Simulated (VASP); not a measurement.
# Ni (Fm-3m) in VASP: a series of runs

Runs on Ni. Level: PBE. Tasks: single point.

Everything below comes from runs of VASP 6.6.1. Logs are shortened: lines on timing, memory, paths and dates and some standing lists are left out, and cuts for length are marked.

**1. The cell of the first run**

The structure is cubic, space group Fm-3m (No. 225). Conventional cell: a = 3.518 Å, b = 3.518 Å, c = 3.518 Å, α = 90.00°, β = 90.00°, γ = 90.00°. Ni (site symmetry m-3m) has 12 Ni at 2.49 Å within 3.3 Å.

**2. Single point, PBE**

Input file INCAR:

```
ALGO     = Normal         # electronic algorithm
EDIFF    = 1E-6           # SCF threshold, eV
ENCUT    = 520            # plane-wave cutoff, eV
GGA      = PE             # functional
ISIF     = 2              # what is computed and relaxed
ISMEAR   = 0              # smearing method
LASPH    = T              # aspherical terms in the spheres
LCHARG   = T              # write CHGCAR
LELF     = T              # ELF
LREAL    = F              # projectors in reciprocal space
LVHAR    = T            
LWAVE    = F              # write WAVECAR
NBANDS   = 11             # bands
NELM     = 100            # most SCF steps
PREC     = Accurate       # precision mode
SIGMA    = 0.05           # smearing width, eV
```

Input file KPOINTS:

```
k-points
0
Gamma
  20 20 20
```

Input file POSCAR:

```
Ni
1.0
    0.0000000000      1.7591346716      1.7591346716
    1.7591346716      0.0000000000      1.7591346716
    1.7591346716      1.7591346716      0.0000000000
Ni
1
Direct
    0.0000000000      0.0000000000      0.0000000000
```

Potentials or basis: VASP PAW PBE potentials, release 64 (Ni).

The run is started by

```bash
cat potpaw_PBE.64/Ni/POTCAR > POTCAR
mpirun -np 1 vasp_std > vasp.out
```

OUTCAR:

```text
EDIFF = 1E-6
   ENCUT = 520
   GGA = PE
   ISIF = 2
   ISMEAR = 0
   LASPH = T
   LREAL = F
   NELM = 100
   PREC = Accurate

 ion  position               nearest neighbor table
   1  0.000  0.000  0.000-

  LATTYP: Found a face centered cubic cell.
 ALAT       =     3.5182693432

  Lattice vectors:

 A1 = (   0.0000000000,   1.7591346716,   1.7591346716)
 A2 = (   1.7591346716,   0.0000000000,   1.7591346716)
 A3 = (   1.7591346716,   1.7591346716,   0.0000000000)

Analysis of symmetry for initial positions (statically):
=====================================================================
 Subroutine PRICEL returns:
 Original cell was already a primitive cell.

 Routine SETGRP: Setting up the symmetry group for a
 face centered cubic supercell.

 Subroutine GETGRP returns: Found 48 space group operations
 (whereof 48 operations were pure point group operations)
 out of a pool of 48 trial point group operations.

The static configuration has the point symmetry O_h .

Analysis of symmetry for dynamics (positions and initial velocities):
=====================================================================
 Subroutine PRICEL returns:
 Original cell was already a primitive cell.

 Routine SETGRP: Setting up the symmetry group for a
 face centered cubic supercell.

 Subroutine GETGRP returns: Found 48 space group operations
 (whereof 48 operations were pure point group operations)
 out of a pool of 48 trial point group operations.

The dynamic configuration has the point symmetry O_h .

 Subroutine INISYM returns: Found 48 space group operations
 (whereof 48 operations are pure point group operations),
 and found     1 'primitive' translations

----------------------------------------------------------------------------------------

                                     Primitive cell

  volume of cell :      10.8875

  direct lattice vectors                    reciprocal lattice vectors
     0.000000000  1.759134672  1.759134672    -0.284230655  0.284230655  0.284230655
     1.759134672  0.000000000  1.759134672     0.284230655 -0.284230655  0.284230655
     1.759134672  1.759134672  0.000000000     0.284230655  0.284230655 -0.284230655

  length of vectors
     2.487792111  2.487792111  2.487792111     0.492301936  0.492301936  0.492301936

  position of ions in fractional coordinates (direct lattice)
     0.000000000  0.000000000  0.000000000

  ion indices of the primitive-cell ions
   primitive index   ion index
                 1           1

----------------------------------------------------------------------------------------

 KPOINTS: k-points

Automatic generation of k-mesh.
 Grid dimensions read from file:
 generate k-points for:   20   20   20

 Generating k-lattice:

  Cartesian coordinates                     Fractional coordinates (reciprocal lattice)
    -0.014211533  0.014211533  0.014211533     0.050000000  0.000000000  0.000000000
     0.014211533 -0.014211533  0.014211533     0.000000000  0.050000000  0.000000000
     0.014211533  0.014211533 -0.014211533     0.000000000  0.000000000  0.050000000

  Length of vectors
     0.024615097  0.024615097  0.024615097

  Shift w.r.t. Gamma in fractional coordinates (k-lattice)
     0.000000000  0.000000000  0.000000000

 Subroutine IBZKPT returns following result:
 ===========================================

 Found    256 irreducible k-points:

 Following reciprocal coordinates:
            Coordinates               Weight
  0.000000  0.000000  0.000000      1.000000
  0.050000  0.000000  0.000000      8.000000
  0.100000  0.000000  0.000000      8.000000
  0.150000  0.000000  0.000000      8.000000
  0.200000  0.000000  0.000000      8.000000
  0.250000  0.000000  0.000000      8.000000
[... 16 lines left out ...]
 -0.400000  0.050000  0.000000     24.000000
 -0.350000  0.050000  0.000000     24.000000
 [... further k-points ...]
   k-points           NKPTS =    256   k-points in BZ     NKDIM =    256   number of bands    NBANDS=     11
   number of dos      NEDOS =    301   number of ions     NIONS =      1
   total plane-waves  NPLWV =   8000
   dimension x,y,z NGX =    20 NGY =   20 NGZ =   20
   dimension x,y,z NGXF=    40 NGYF=   40 NGZF=   40
   ions per type =               1
   NGX,Y,Z   is equivalent  to a cutoff of  13.36, 13.36, 13.36 a.u.
   NGXF,Y,Z  is equivalent  to a cutoff of  26.73, 26.73, 26.73 a.u.
 SYSTEM =  unknown system
   PREC   = accura    normal or accurate (medium, high low for compatibility)
   ISTART =      0    job   : 0-new  1-cont  2-samecut
   ICHARG =      2    charge: 1-file 2-atom 10-const
   ISPIN  =      1    spin polarized calculation?
   LNONCOLLINEAR =      F non collinear calculations
   LSORBIT =      F    spin-orbit coupling
   LASPH  =      T    aspherical Exc in radial PAW
   ENCUT  =  520.0 eV  38.22 Ry    6.18 a.u.   4.63  4.63  4.63*2*pi/ulx,y,z
   NELM   =    100;   NELMIN=  2; NELMDL= -5     # of ELM steps
   EDIFF  = 0.1E-05   stopping-criterion for ELM
   LREAL  =      F    real-space projection
   EDIFFG = 0.1E-04   stopping-criterion for IOM
   NSW    =      0    number of steps for IOM
   IBRION =     -1    ionic relax: 0-MD 1-quasi-New 2-CG
   NFREE  =      0    steps in history (QN), initial steepest desc. (CG)
   ISIF   =      2    stress and relaxation
   ISYM   =      2    0-nonsym 1-usesym 2-fastsym
   POTIM  = 0.5000    time-step for ionic-motion
   TEBEG  =    0.0;   TEEND  =   0.0 temperature during run
   PSTRESS=    0.0 pullay stress
   NELECT =      10.0000    total number of electrons
   NUPDOWN=      -1.0000    fix difference up-down
   EMIN   =  10.00;   EMAX   =-10.00  energy-range for DOS
   EFERMI =   0.00;   METHOD = LEGACY
   ISMEAR =     0;   SIGMA  =   0.05  broadening in eV -4-tet -1-fermi 0-gaus
   EFERMI_NEDOS =   21; number of points for ismear=-14 and -15
   IALGO  =     38    algorithm
   IMIX   =      4    mixing-type and parameters
     AMIX     =   0.40;   BMIX     =  1.00
     AMIX_MAG =   1.60;   BMIX_MAG =  1.00
  volume/ion in A,a.u.               =      10.89        73.47
  Fermi-wavevector in a.u.,A,eV,Ry     =   1.591350  3.007216 34.455329  2.532395
  Thomas-Fermi vector in A             =   2.689904
   LORBIT       =      0    0 simple, 1 ext, 2 COOP (PROOUT), +10 PAW based schemes
   GGA     = PE    functional components
   LHFCALC =     F    Hartree Fock is set to
   AEXX    =    0.0000 exact exchange contribution
   IVDW    =     0    specifies the selected vdW correction
   LEPSILON=     F    determine dielectric tensor
   LRPA    =     F    only Hartree local field effects (RPA)
 non-spin polarized calculation
 Gauss-broadening in eV      SIGMA  =   0.05
  energy-cutoff  :      520.00
  volume of cell :       10.89
 maximum number of plane-waves:       305
   NGX =  9   NGY =  9   NGZ =  9

 number of electron      10.0000009 magnetization

 Free energy of the ion-electron system (eV)
  ---------------------------------------------------
  ext. energy  EPLUGINS =         0.00000000
  ---------------------------------------------------
  free energy    TOTEN  =        -5.41578650 eV

  energy without entropy =       -5.41061684  energy(sigma->0) =       -5.41320167

 E-fermi :   9.1574     XC(G=0): -13.2498

 val. band max:        9.1556489126   @ k =  -0.4500   0.2500   0.0500
 cond. band min:       9.1596214986   @ k =   0.5000   0.0000   0.0000
 fundamental gap:      0.0039725860
 Fermi energy:         9.1574140046

 k-point     1 :       0.0000    0.0000    0.0000
  band No.  band energies     occupation
      1       0.3433      2.00000
      2       7.3277      2.00000
      3       7.3277      2.00000
      4       7.3277      2.00000
      5       8.4248      2.00000
      6       8.4248      2.00000
      7      33.0009      0.00000
      8      36.9309      0.00000
      9      36.9309      0.00000
     10      36.9309      0.00000
     11      39.9295      0.00000

 k-point     2 :       0.0500    0.0000    0.0000
  band No.  band energies     occupation
      1       0.4413      2.00000
      2       7.3007      2.00000
      3       7.3503      2.00000
      4       7.3503      2.00000
      5       8.4149      2.00000
      6       8.4149      2.00000
      7      32.7232      0.00000
      8      35.5705      0.00000
      9      36.6945      0.00000
     10      36.6945      0.00000
     11      40.2778      0.00000

 k-point     3 :       0.1000    0.0000    0.0000
  band No.  band energies     occupation
      1       0.7320      2.00000
      2       7.2254      2.00000
      3       7.4107      2.00000
      4       7.4107      2.00000
      5       8.3924      2.00000
      6       8.3924      2.00000
      7      31.3188      0.00000
      8      34.3095      0.00000
      9      36.1966      0.00000
     10      36.1966      0.00000
     11      41.0535      0.00000

 k-point     4 :       0.1500    0.0000    0.0000
  band No.  band energies     occupation
      1       1.2048      2.00000
      2       7.1197      2.00000
      3       7.4855      2.00000
      4       7.4855      2.00000
      5       8.3798      2.00000
      6       8.3798      2.00000
      7      28.9301      0.00000
      8      33.8769      0.00000
      9      35.6720      0.00000
     10      35.6720      0.00000
     11      40.9930      0.00000
[... 239 lines left out ...]
 k-point    22 :      -0.4500    0.0500    0.0000
  band No.  band energies     occupation
      1       4.8000      2.00000
      2       7.2473      2.00000
      3       7.3230      2.00000
      4       8.3888      2.00000
      5       9.1127      1.79418
      6       9.7350      0.00000
      7      15.5381      0.00000
      8      30.9474      0.00000
      9      33.1006      0.00000
     10      33.7713      0.00000
     11      37.4595      0.00000

 k-point    23 :      -0.4000    0.0500    0.0000
  band No.  band energies     occupation
      1       4.6583      2.00000
      2       7.2897      2.00000
      3       7.3546      2.00000
      4       7.9567      2.00000
      5       8.9940      2.00000
      6       9.4137      0.00000
      7      16.7974      0.00000
      8      30.9424      0.00000
      9      33.1346      0.00000
     10      34.4934      0.00000
     11      37.2437      0.00000

 k-point    24 :      -0.3500    0.0500    0.0000
  band No.  band energies     occupation
      1       4.3090      2.00000
      2       7.3532      2.00000
      3       7.3922      2.00000
      4       7.4127      2.00000
      5       8.8229      2.00000
      6       9.1517      1.12950
      7      18.6271      0.00000
      8      31.0281      0.00000
      9      33.4069      0.00000
     10      35.3233      0.00000
     11      37.2669      0.00000

 [... further k-points ...]

------------------------ aborting loop because EDIFF is reached ----------------------------------------

  FORCE on cell =-STRESS in cart. coord.  units (eV):
  Direction    XX          YY          ZZ          XY          YZ          ZX
  --------------------------------------------------------------------------------------
  -------------------------------------------------------------------------------------
  Total       -0.0874527     -0.0874527     -0.0874527      0.0000000      0.0000000     -0.0000000
  in kB      -12.8693541    -12.8693541    -12.8693541      0.0000000      0.0000000     -0.0000000
  external PRESSURE =     -12.8693541 kB  Pullay stress =       0.0000000 kB

 VOLUME and BASIS-vectors are now :
 -----------------------------------------------------------------------------
  energy-cutoff  :      520.00
  volume of cell :       10.89
      direct lattice vectors                 reciprocal lattice vectors
     0.000000000  1.759134672  1.759134672    -0.284230655  0.284230655  0.284230655
     1.759134672  0.000000000  1.759134672     0.284230655 -0.284230655  0.284230655
     1.759134672  1.759134672  0.000000000     0.284230655  0.284230655 -0.284230655

 POSITION                                       TOTAL-FORCE (eV/Angst)
 -----------------------------------------------------------------------------------
      0.00000      0.00000      0.00000        -0.000000     -0.000000     -0.000000
 -----------------------------------------------------------------------------------
    total drift:                                0.000000     -0.000000      0.000000

  FREE ENERGIE OF THE ION-ELECTRON SYSTEM (eV)
  ---------------------------------------------------
  free  energy   TOTEN  =        -5.4157865023 eV

  energy  without entropy=       -5.4106168429  energy(sigma->0) =       -5.41320167
```

Wall time 14 s (1 thread of Intel Xeon Platinum 8559C (Emerald Rapids), shared host); peak memory 0.15 GiB.

What came out:

```
Free energy            : -5.4158 eV
Pressure               : -1.3 GPa
Band gap on the k mesh : zero (band 5 reaches 9.34 eV, above the bottom of band 6 at 8.38 eV)
```

Caveat: the run has no spin polarisation, though such a crystal can be magnetic. Spin polarisation is off, so any magnetic state and its effect on volume and gap are missing.

**3. Single point, PBE, collinear spin, ferromagnetic start**

Input file INCAR:

```
SYSTEM = Ni
PREC     = Accurate       ! precision mode
ENCUT    = 520            ! plane-wave cutoff, eV
EDIFF    = 1E-6           ! SCF threshold, eV
ISMEAR   = 0              ! smearing method
SIGMA    = 0.05           ! smearing width, eV
LREAL    = .False.        ! projectors in reciprocal space
LASPH    = .True.         ! aspherical terms in the spheres
NELM     = 150            ! most SCF steps
ALGO     = Fast           ! electronic algorithm
ISIF     = 2              ! what is computed and relaxed
LWAVE    = .False.        ! write WAVECAR
LCHARG   = .False.        ! write CHGCAR
ISPIN    = 2              ! spin polarisation
MAGMOM   = 0.8            ! initial moments
LORBIT   = 11             ! projections on sites
LMAXMIX  = 4              ! l up to which the mixer works
GGA      = PE             ! functional
NBANDS   = 15             ! bands
```

Input file KPOINTS:

```
Automatic mesh
0
Gamma
  20 20 20
  0 0 0
```

Input file POSCAR:

```
Ni
1.0
    0.0000000000      1.7600000000      1.7600000000
    1.7600000000      0.0000000000      1.7600000000
    1.7600000000      1.7600000000      0.0000000000
Ni
1
Direct
    0.0000000000      0.0000000000      0.0000000000
```

Potentials or basis: VASP PAW PBE potentials, release 64 (Ni).

The run is started by

```bash
cat potpaw_PBE.64/Ni/POTCAR > POTCAR
mpirun -np 1 vasp_std > vasp.out
```

It took 49 s on 1 thread of Intel Xeon Platinum 8559C (Emerald Rapids), shared host; peak memory 0.18 GiB.

The run converged. Its results:

```
Free energy                                           : -5.4718 eV
Pressure                                              : -0.5 GPa
Net moment                                            : 0.63 μB per cell
Site moments                                          : Ni +0.64 μB
Valence electrons inside the program's atomic spheres : Ni 9.31
```

Levels at points of the mesh, in eV from the Fermi level:
Spin up:
| k point | band 3 | band 4 | band 5 | band 6 | band 7 | band 8 |
| --- | --- | --- | --- | --- | --- | --- |
| (0.00, 0.00, 0.00) | -2.44 | -2.44 | -1.26 | -1.26 | 23.70 | 27.54 |
| (0.50, 0.00, 0.00) | -2.42 | -0.62 | -0.62 | -0.29 | 5.64 | 22.19 |
| (0.50, 0.50, 0.00) | -0.56 | -0.49 | -0.49 | 2.44 | 9.19 | 14.80 |
Spin down:
| k point | band 2 | band 3 | band 4 | band 5 | band 6 | band 7 | band 8 | band 9 |
| --- | --- | --- | --- | --- | --- | --- | --- | --- |
| (0.00, 0.00, 0.00) | -1.68 | -1.68 | -1.68 | -0.68 | -0.68 | 23.53 | 27.52 | 27.52 |
| (0.50, 0.00, 0.00) | -1.80 | -1.80 | -0.36 | 0.15 | 0.15 | 6.06 | 22.04 | 24.71 |
| (0.50, 0.50, 0.00) | -3.57 | 0.05 | 0.38 | 0.38 | 2.40 | 9.43 | 14.80 | 14.80 |

**4. Single point, PBE, collinear spin, ferromagnetic start**

This run uses another cell than the first one, of 10.86 Å³/atom, 0.997 times its volume.

Input file INCAR:

```
SYSTEM = Ni
PREC = Accurate
ENCUT = 520
EDIFF = 1E-6
ISMEAR = 0
SIGMA = 0.05
LREAL = .FALSE.
LASPH = .TRUE.
NELM = 150
ALGO = Normal
ISIF = 2
LWAVE = .FALSE.
LCHARG = .FALSE.
ISPIN = 2
MAGMOM = 0.75
LORBIT = 11
LMAXMIX = 4
GGA = PE
NBANDS = 15
```

Input file KPOINTS:

```
Automatic mesh
0
G
  20 20 20
  0 0 0
```

Input file POSCAR:

```
Ni
1.0
    0.0000000000      1.7576501975      1.7576501975
    1.7576501975      0.0000000000      1.7576501975
    1.7576501975      1.7576501975      0.0000000000
Ni
1
Direct
    0.0000000000      0.0000000000      0.0000000000
```

The run is started by

```bash
cat potpaw_PBE.64/Ni/POTCAR > POTCAR
mpirun -np 1 vasp_std > vasp.out
```

Run time: 38 s. Hardware: 1 thread of Intel Xeon Platinum 8559C (Emerald Rapids), shared host; peak memory 0.17 GiB.

Results (log left out):

```
Free energy                                           : -5.4718 eV
Pressure                                              : 0.4 GPa
Net moment                                            : 0.63 μB per cell
Site moments                                          : Ni +0.64 μB
Valence electrons inside the program's atomic spheres : Ni 9.31
```

Levels at points of the mesh, in eV from the Fermi level:
Spin up:
```csv
k point,band 3,band 4,band 5,band 6,band 7,band 8
"(0.00, 0.00, 0.00)",-2.45,-2.45,-1.27,-1.27,23.73,27.61
"(0.50, 0.00, 0.00)",-2.43,-0.62,-0.62,-0.30,5.66,22.22
"(0.50, 0.50, 0.00)",-0.56,-0.49,-0.49,2.44,9.23,14.84
```
Spin down:
```
           k point  band 1  band 2  band 3  band 4  band 5  band 6  band 7  band 8  band 9  band 10
(0.00, 0.00, 0.00)   -9.07   -1.69   -1.69   -1.69   -0.68   -0.68   23.57   27.59   27.59    27.59
(0.50, 0.00, 0.00)   -4.42   -1.81   -1.81   -0.36    0.15    0.15    6.09   22.08   24.78    24.78
(0.50, 0.50, 0.00)   -4.32   -3.60    0.05    0.38    0.38    2.40    9.47   14.84   14.84    19.91
```

[end of part 1 of 2]
